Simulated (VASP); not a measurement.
# KBr (Fm-3m) in VASP: settings compared

The runs below take KBr through single point, relaxation of cell and atoms, with PBE, BLYP, PBEsol+D3(BJ).

Everything below comes from runs of VASP 6.6.1. Logs are shortened: lines on timing, memory, paths and dates and some standing lists are left out, and cuts for length are marked.

**1. The cell of the first run**

Symmetry: Fm-3m, No. 225, cubic system. Conventional cell: a = 6.600 Å, b = 6.600 Å, c = 6.600 Å, α = 90.00°, β = 90.00°, γ = 90.00°. Br (site symmetry m-3m) has 6 K at 3.30 Å within 4.3 Å. K (site symmetry m-3m) has 6 Br at 3.30 Å within 4.3 Å.

**2. Single point, PBE**

INCAR reads:

```
SYSTEM = KBr
PREC = Accurate ; ENCUT = 520
EDIFF = 1E-6 ; ISMEAR = 0
SIGMA = 0.026000000000000002 ; LREAL = .False.
LASPH = .True. ; NELM = 60
ALGO = Normal ; ISIF = 2
LWAVE = .False. ; LCHARG = .False.
GGA = PE ; NBANDS = 15
```

KPOINTS reads:

```
regular mesh
0
Gamma
  7 7 7
  0 0 0
```

POSCAR reads:

```
KBr
1.0
    0.0000000000      3.3000000000      3.3000000000
    3.3000000000      0.0000000000      3.3000000000
    3.3000000000      3.3000000000      0.0000000000
Br K
1 1
Direct
    0.5000000000      0.5000000000      0.5000000000
    0.0000000000      0.0000000000      0.0000000000
```

Potentials or basis: VASP PAW PBE potentials, release 64 (Br, K_sv).

Run with:

```console
$ cat potpaw_PBE.64/Br/POTCAR potpaw_PBE.64/K_sv/POTCAR > POTCAR
$ mpirun -np 1 vasp_std > vasp.out
```

OUTCAR:

```text
SYSTEM = KBr
   PREC = Accurate
   ENCUT = 520
   EDIFF = 1E-6
   ISMEAR = 0
   LREAL = .False.
   LASPH = .True.
   NELM = 60
   ISIF = 2
   GGA = PE

 ion  position               nearest neighbor table
   1  0.500  0.500  0.500-   2 3.30   2 3.30   2 3.30   2 3.30   2 3.30   2 3.30
   2  0.000  0.000  0.000-   1 3.30   1 3.30   1 3.30   1 3.30   1 3.30   1 3.30

  LATTYP: Found a face centered cubic cell.
 ALAT       =     6.6000000000

  Lattice vectors:

 A1 = (   0.0000000000,   3.3000000000,   3.3000000000)
 A2 = (   3.3000000000,   0.0000000000,   3.3000000000)
 A3 = (   3.3000000000,   3.3000000000,   0.0000000000)

Analysis of symmetry for initial positions (statically):
=====================================================================
 Subroutine PRICEL returns:
 Original cell was already a primitive cell.

 Routine SETGRP: Setting up the symmetry group for a
 face centered cubic supercell.

 Subroutine GETGRP returns: Found 48 space group operations
 (whereof 48 operations were pure point group operations)
 out of a pool of 48 trial point group operations.

The static configuration has the point symmetry O_h .

Analysis of symmetry for dynamics (positions and initial velocities):
=====================================================================
 Subroutine PRICEL returns:
 Original cell was already a primitive cell.

 Routine SETGRP: Setting up the symmetry group for a
 face centered cubic supercell.

 Subroutine GETGRP returns: Found 48 space group operations
 (whereof 48 operations were pure point group operations)
 out of a pool of 48 trial point group operations.

The dynamic configuration has the point symmetry O_h .

 Subroutine INISYM returns: Found 48 space group operations
 (whereof 48 operations are pure point group operations),
 and found     1 'primitive' translations

----------------------------------------------------------------------------------------

                                     Primitive cell

  volume of cell :      71.8740

  direct lattice vectors                    reciprocal lattice vectors
     0.000000000  3.300000000  3.300000000    -0.151515152  0.151515152  0.151515152
     3.300000000  0.000000000  3.300000000     0.151515152 -0.151515152  0.151515152
     3.300000000  3.300000000  0.000000000     0.151515152  0.151515152 -0.151515152

  length of vectors
     4.666904756  4.666904756  4.666904756     0.262431941  0.262431941  0.262431941

  position of ions in fractional coordinates (direct lattice)
     0.500000000  0.500000000  0.500000000
     0.000000000  0.000000000  0.000000000

  ion indices of the primitive-cell ions
   primitive index   ion index
                 1           1
                 2           2

----------------------------------------------------------------------------------------

 KPOINTS: regular mesh

Automatic generation of k-mesh.
 Grid dimensions read from file:
 generate k-points for:    7    7    7

 Generating k-lattice:

  Cartesian coordinates                     Fractional coordinates (reciprocal lattice)
    -0.021645022  0.021645022  0.021645022     0.142857143  0.000000000  0.000000000
     0.021645022 -0.021645022  0.021645022     0.000000000  0.142857143  0.000000000
     0.021645022  0.021645022 -0.021645022     0.000000000  0.000000000  0.142857143

  Length of vectors
     0.037490277  0.037490277  0.037490277

  Shift w.r.t. Gamma in fractional coordinates (k-lattice)
     0.000000000  0.000000000  0.000000000

 Subroutine IBZKPT returns following result:
 ===========================================

 Found     20 irreducible k-points:

 Following reciprocal coordinates:
            Coordinates               Weight
  0.000000  0.000000  0.000000      1.000000
  0.142857  0.000000  0.000000      8.000000
  0.285714  0.000000  0.000000      8.000000
  0.428571  0.000000  0.000000      8.000000
  0.142857  0.142857  0.000000      6.000000
  0.285714  0.142857  0.000000     24.000000
[... 12 lines left out ...]
 -0.428571  0.428571  0.142857     24.000000
 -0.285714  0.428571  0.142857     24.000000
   k-points           NKPTS =     20   k-points in BZ     NKDIM =     20   number of bands    NBANDS=     15
   number of dos      NEDOS =    301   number of ions     NIONS =      2
   total plane-waves  NPLWV =  46656
   dimension x,y,z NGX =    36 NGY =   36 NGZ =   36
   dimension x,y,z NGXF=    72 NGYF=   72 NGZF=   72
   ions per type =               1   1
   NGX,Y,Z   is equivalent  to a cutoff of  12.82, 12.82, 12.82 a.u.
   NGXF,Y,Z  is equivalent  to a cutoff of  25.65, 25.65, 25.65 a.u.
 SYSTEM =  KBr
   PREC   = accura    normal or accurate (medium, high low for compatibility)
   ISTART =      0    job   : 0-new  1-cont  2-samecut
   ICHARG =      2    charge: 1-file 2-atom 10-const
   ISPIN  =      1    spin polarized calculation?
   LNONCOLLINEAR =      F non collinear calculations
   LSORBIT =      F    spin-orbit coupling
   LASPH  =      T    aspherical Exc in radial PAW
   ENCUT  =  520.0 eV  38.22 Ry    6.18 a.u.   8.68  8.68  8.68*2*pi/ulx,y,z
   NELM   =     60;   NELMIN=  2; NELMDL= -5     # of ELM steps
   EDIFF  = 0.1E-05   stopping-criterion for ELM
   LREAL  =      F    real-space projection
   EDIFFG = 0.1E-04   stopping-criterion for IOM
   NSW    =      0    number of steps for IOM
   IBRION =     -1    ionic relax: 0-MD 1-quasi-New 2-CG
   NFREE  =      0    steps in history (QN), initial steepest desc. (CG)
   ISIF   =      2    stress and relaxation
   ISYM   =      2    0-nonsym 1-usesym 2-fastsym
   POTIM  = 0.5000    time-step for ionic-motion
   TEBEG  =    0.0;   TEEND  =   0.0 temperature during run
   PSTRESS=    0.0 pullay stress
   NELECT =      16.0000    total number of electrons
   NUPDOWN=      -1.0000    fix difference up-down
   EMIN   =  10.00;   EMAX   =-10.00  energy-range for DOS
   EFERMI =   0.00;   METHOD = LEGACY
   ISMEAR =     0;   SIGMA  =   0.03  broadening in eV -4-tet -1-fermi 0-gaus
   EFERMI_NEDOS =   21; number of points for ismear=-14 and -15
   IALGO  =     38    algorithm
   IMIX   =      4    mixing-type and parameters
     AMIX     =   0.40;   BMIX     =  1.00
     AMIX_MAG =   1.60;   BMIX_MAG =  1.00
  volume/ion in A,a.u.               =      35.94       242.51
  Fermi-wavevector in a.u.,A,eV,Ry     =   0.992181  1.874950 13.393889  0.984423
  Thomas-Fermi vector in A             =   2.123975
   LORBIT       =      0    0 simple, 1 ext, 2 COOP (PROOUT), +10 PAW based schemes
   GGA     = PE    functional components
   LHFCALC =     F    Hartree Fock is set to
   AEXX    =    0.0000 exact exchange contribution
   IVDW    =     0    specifies the selected vdW correction
   LEPSILON=     F    determine dielectric tensor
   LRPA    =     F    only Hartree local field effects (RPA)
 non-spin polarized calculation
 Gauss-broadening in eV      SIGMA  =   0.03
  energy-cutoff  :      520.00
  volume of cell :       71.87
 maximum number of plane-waves:      1948
   NGX = 17   NGY = 17   NGZ = 17

 number of electron      15.9999997 magnetization

 Free energy of the ion-electron system (eV)
  ---------------------------------------------------
  ext. energy  EPLUGINS =         0.00000000
  ---------------------------------------------------
  free energy    TOTEN  =        -6.21508458 eV

  energy without entropy =       -6.21508458  energy(sigma->0) =       -6.21508458

 E-fermi :  -1.5293     XC(G=0):  -7.3706

 val. band max:       -1.7406308994   @ k =   0.0000   0.0000   0.0000
 cond. band min:       2.6932906658   @ k =   0.0000   0.0000   0.0000
 fundamental gap:      4.4339215652
 Fermi energy:        -1.5292852356

 k-point     1 :       0.0000    0.0000    0.0000
  band No.  band energies     occupation
      1     -29.5217      2.00000
      2     -14.0328      2.00000
      3     -12.9990      2.00000
      4     -12.9990      2.00000
      5     -12.9990      2.00000
      6      -1.7406      2.00000
      7      -1.7406      2.00000
      8      -1.7406      2.00000
      9       2.6933      0.00000
     10       5.8635      0.00000
     11       5.8635      0.00000
     12       5.8635      0.00000
     13       6.6868      0.00000
     14       6.6868      0.00000
     15       9.8617      0.00000

 k-point     2 :       0.1429    0.0000    0.0000
  band No.  band energies     occupation
      1     -29.5206      2.00000
      2     -14.0720      2.00000
      3     -13.0001      2.00000
      4     -13.0001      2.00000
      5     -12.9467      2.00000
      6      -2.0227      2.00000
      7      -1.8076      2.00000
      8      -1.8076      2.00000
      9       3.1931      0.00000
     10       5.7435      0.00000
     11       6.1040      0.00000
     12       6.1040      0.00000
     13       6.9518      0.00000
     14       6.9518      0.00000
     15      10.5615      0.00000

 k-point     3 :       0.2857    0.0000    0.0000
  band No.  band energies     occupation
      1     -29.5183      2.00000
      2     -14.1492      2.00000
      3     -13.0024      2.00000
      4     -13.0024      2.00000
      5     -12.8395      2.00000
      6      -2.5347      2.00000
      7      -1.9504      2.00000
      8      -1.9504      2.00000
      9       4.1872      0.00000
     10       5.8190      0.00000
     11       6.7643      0.00000
     12       6.7643      0.00000
     13       7.6644      0.00000
     14       7.6644      0.00000
     15      10.1477      0.00000
[... 271 lines left out ...]
 k-point    19 :      -0.4286    0.4286    0.1429
  band No.  band energies     occupation
      1     -29.5147      2.00000
      2     -14.0198      2.00000
      3     -13.0600      2.00000
      4     -13.0431      2.00000
      5     -12.9401      2.00000
      6      -2.5187      2.00000
      7      -2.1494      2.00000
      8      -2.1381      2.00000
      9       4.7199      0.00000
     10       5.8526      0.00000
     11       6.8717      0.00000
     12       7.8358      0.00000
     13       8.0428      0.00000
     14       8.8695      0.00000
     15       9.3651      0.00000

 k-point    20 :      -0.2857    0.4286    0.1429
  band No.  band energies     occupation
      1     -29.5145      2.00000
      2     -14.0469      2.00000
      3     -13.0657      2.00000
      4     -13.0420      2.00000
      5     -12.8976      2.00000
      6      -2.4147      2.00000
      7      -2.3662      2.00000
      8      -2.1588      2.00000
      9       5.3125      0.00000
     10       6.0447      0.00000
     11       6.5910      0.00000
     12       7.3080      0.00000
     13       8.7308      0.00000
     14       8.7450      0.00000
     15       9.5373      0.00000

------------------------ aborting loop because EDIFF is reached ----------------------------------------

  FORCE on cell =-STRESS in cart. coord.  units (eV):
  Direction    XX          YY          ZZ          XY          YZ          ZX
  --------------------------------------------------------------------------------------
  -------------------------------------------------------------------------------------
  Total        0.3387944      0.3387944      0.3387944      0.0000000      0.0000000     -0.0000000
  in kB        7.5522262      7.5522262      7.5522262      0.0000000      0.0000000     -0.0000000
  external PRESSURE =       7.5522262 kB  Pullay stress =       0.0000000 kB

 VOLUME and BASIS-vectors are now :
 -----------------------------------------------------------------------------
  energy-cutoff  :      520.00
  volume of cell :       71.87
      direct lattice vectors                 reciprocal lattice vectors
     0.000000000  3.300000000  3.300000000    -0.151515152  0.151515152  0.151515152
     3.300000000  0.000000000  3.300000000     0.151515152 -0.151515152  0.151515152
     3.300000000  3.300000000  0.000000000     0.151515152  0.151515152 -0.151515152

 POSITION                                       TOTAL-FORCE (eV/Angst)
 -----------------------------------------------------------------------------------
      3.30000      3.30000      3.30000         0.000000      0.000000      0.000000
      0.00000      0.00000      0.00000        -0.000000     -0.000000     -0.000000
 -----------------------------------------------------------------------------------
    total drift:                                0.000000      0.000000      0.000000

  FREE ENERGIE OF THE ION-ELECTRON SYSTEM (eV)
  ---------------------------------------------------
  free  energy   TOTEN  =        -6.2150845752 eV

  energy  without entropy=       -6.2150845752  energy(sigma->0) =       -6.21508458
```

Wall time 23 s (1 thread of AMD EPYC 7R13, shared host); peak memory 0.18 GiB.

Results:

| Item | Value |
| --- | --- |
| Free energy | -6.2151 eV |
| Pressure | 0.8 GPa |
| Band gap on the k mesh | 4.43 eV |

Caveat: an odd mesh through Γ misses points on the zone boundary, where band edges can lie.

**3. Single point, PBE**

INCAR reads:

```
SYSTEM = KBr
ALGO = Normal ; EDIFF = 1E-6
ENCUT = 520 ; GGA = PE
ISIF = 2 ; ISMEAR = 0
LASPH = .TRUE. ; LCHARG = .FALSE.
LREAL = .FALSE. ; LWAVE = .FALSE.
NBANDS = 15 ; NELM = 100
PREC = Accurate ; SIGMA = 0.027000000000000003
```

KPOINTS reads:

```
k-points
0
G
  7 7 7
  0 0 0
```

POSCAR is that of step 2.

Potentials or basis: VASP PAW PBE potentials, release 64 (Br, K_sv).

Run with:

```console
$ cat potpaw_PBE.64/Br/POTCAR potpaw_PBE.64/K_sv/POTCAR > POTCAR
$ mpirun -np 1 vasp_std > vasp.out
```

Wall time 26 s (1 thread of AMD EPYC 7R13, shared host); peak memory 0.18 GiB.

It converged, with:

| Quantity | Value |
| --- | --- |
| Free energy | -6.2151 eV |
| Pressure | 0.8 GPa |
| Band gap on the k mesh | 4.43 eV |

Levels at points of the mesh, in eV from the valence-band top:
```tsv
k point	band 6	band 7	band 8	band 9	band 10	band 11
(0.00, 0.00, 0.00)	0.00	0.00	0.00	4.43	7.60	7.60
```

Caveat: an odd mesh through Γ misses points on the zone boundary, where band edges can lie.

**4. Single point, BLYP**

This run uses another cell than the first one, of 39.56 Å³/atom.

INCAR reads:

```
AGGAC = 1.0
AGGAX = 1.0
ALDAC = 0.0
ALDAX = 1.0
ALGO = Normal
EDIFF = 1E-6
ENCUT = 520
GGA = B5
ISIF = 2
ISMEAR = -1
LASPH = T
LCHARG = F
LREAL = F
LWAVE = F
NBANDS = 15
NELM = 100
PREC = Accurate
SIGMA = 0.05
```

KPOINTS reads:

```
k-points
0
Gamma
  7 7 7
```

POSCAR reads:

```
KBr
1.0
    0.0000000000      3.4073006009      3.4073006009
    3.4073006009      0.0000000000      3.4073006009
    3.4073006009      3.4073006009      0.0000000000
Br K
1 1
Direct
    0.5000000000      0.5000000000      0.5000000000
    0.0000000000      0.0000000000      0.0000000000
```

Run with:

```console
$ cat potpaw_PBE.64/Br/POTCAR potpaw_PBE.64/K_sv/POTCAR > POTCAR
$ mpirun -np 1 vasp_std > vasp.out
```

Wall time 40 s (1 thread of AMD EPYC 7R13, shared host); peak memory 0.18 GiB.

Results (log left out):

| Property | Result |
| --- | --- |
| Free energy | -5.8341 eV |
| Pressure | 0.0 GPa |
| Band gap on the k mesh | 4.19 eV |

Levels at points of the mesh, in eV from the valence-band top:
| k point | band 5 | band 6 | band 7 | band 8 | band 9 | band 10 | band 11 | band 12 |
| --- | --- | --- | --- | --- | --- | --- | --- | --- |
| (0.00, 0.00, 0.00) | -11.55 | 0.00 | 0.00 | 0.00 | 4.19 | 7.49 | 7.49 | 7.49 |

Caveat: the PAW data sets were made with another functional, which shifts forces and pressure a little; an odd mesh through Γ misses points on the zone boundary, where band edges can lie.

**5. Relaxation of cell and atoms, PBEsol+D3(BJ)**

INCAR reads:

```
SYSTEM = KBr
PREC = Accurate
ENCUT = 600
EDIFF = 1E-7
ISMEAR = -1
SIGMA = 0.05
LREAL = .False.
LASPH = .True.
NELM = 100
ALGO = Normal
ISIF = 3
LWAVE = .False.
LCHARG = .False.
GGA = PS
IVDW = 12
IBRION = 2
NSW = 80
EDIFFG = -0.01
```

KPOINTS reads:

```
Automatic mesh
0
Gamma
  7 7 7
  0 0 0
```

POSCAR reads:

```
KBr
1.0
    0.0000000000      3.3000000000      3.3000000000
    3.3000000000      0.0000000000      3.3000000000
    3.3000000000      3.3000000000      0.0000000000
Br K
1 1
Direct
    0.5000000000      0.5000000000      0.5000000000
    0.0000000000      0.0000000000      0.0000000000
```

Run with:

```console
$ cat potpaw_PBE.64/Br/POTCAR potpaw_PBE.64/K_sv/POTCAR > POTCAR
$ mpirun -np 1 vasp_std > vasp.out
```

It took 99 s on 1 thread of AMD EPYC 7R13, shared host; peak memory 0.22 GiB.

Results (log left out):

```yaml
Free_energy: -6.8935 eV
Relaxed_volume: 33.13 Å³/atom
Relaxed_cell: a = 4.542 Å, b = 4.542 Å, c = 4.542 Å, α = 60.00°, β = 60.00°, γ = 60.00°
Space_group_after_relaxing_to_0.1_Å: Fm-3m (No. 225)
Energy_gained_by_relaxing: 11.5 meV/atom
Ionic_steps: 4
Pressure_after_relaxing: 0.0 GPa
Band_gap_on_the_k_mesh: 4.49 eV
Dispersion_energy_per_atom: -0.224 eV
```

Step by step:
| step | energy change (eV) | largest force (eV/Å) | pressure (GPa) | volume (Å³) |
| --- | --- | --- | --- | --- |
| 1 | 0.0000 | 0.0000 | -1.22 | 71.87 |
| 2 | -0.0169 | 0.0000 | -0.68 | 69.06 |
| 3 | -0.0230 | 0.0000 | -0.06 | 66.51 |
| 4 | -0.0231 | 0.0000 | 0.01 | 66.27 |

Final structure:
```yaml
crystal:
  lattice:
    - [0.00000, 3.21188, 3.21188]
    - [3.21188, 0.00000, 3.21188]
    - [3.21188, 3.21188, 0.00000]
  atoms:
    - { symbol: Br, position: [0.50000, 0.50000, 0.50000] }
    - { symbol: K, position: [0.00000, 0.00000, 0.00000] }
```

Levels at points of the mesh, in eV from the valence-band top:
| k point | band 6 | band 7 | band 8 | band 9 | band 10 | band 11 |
| --- | --- | --- | --- | --- | --- | --- |
| (0.00, 0.00, 0.00) | 0.00 | 0.00 | 0.00 | 4.49 | 7.52 | 7.52 |

Caveat: the PAW data sets were made with another functional, which shifts forces and pressure a little. A hybrid or GW would open this gap; PBEsol tends to underestimate it.

**6. Summary**

| task | level | cell | cutoff (eV) | smearing | gap on the mesh (eV) | pressure (GPa) |
| --- | --- | --- | --- | --- | --- | --- |
| single point | PBE | a = 4.667 Å, angles 60.0°, 2 atoms | 520 | gaussian 0.026 eV | 4.43 | 0.8 |
| single point | PBE | a = 4.667 Å, angles 60.0°, 2 atoms | 520 | gaussian 0.027 eV | 4.43 | 0.8 |
| single point | BLYP | a = 4.819 Å, angles 60.0°, 2 atoms | 520 | fermi-dirac 0.05 eV | 4.19 | 0.0 |
| relaxation of cell and atoms | PBEsol+D3(BJ) | relaxed from a = 4.667 Å, angles 60.0°, 2 atoms | 600 | fermi-dirac 0.05 eV | 4.49 | 0.0 |

Alike in all rows: potentials or basis VASP PAW PBE potentials, release 64 (Br, K_sv); no spin polarisation; k mesh 7 × 7 × 7.

Caveats: an odd mesh through Γ misses points on the zone boundary, where band edges can lie (at least some runs); the PAW data sets were made with another functional, which shifts forces and pressure a little (at least some runs).

Absolute energies hang on the potentials; compare differences alone.
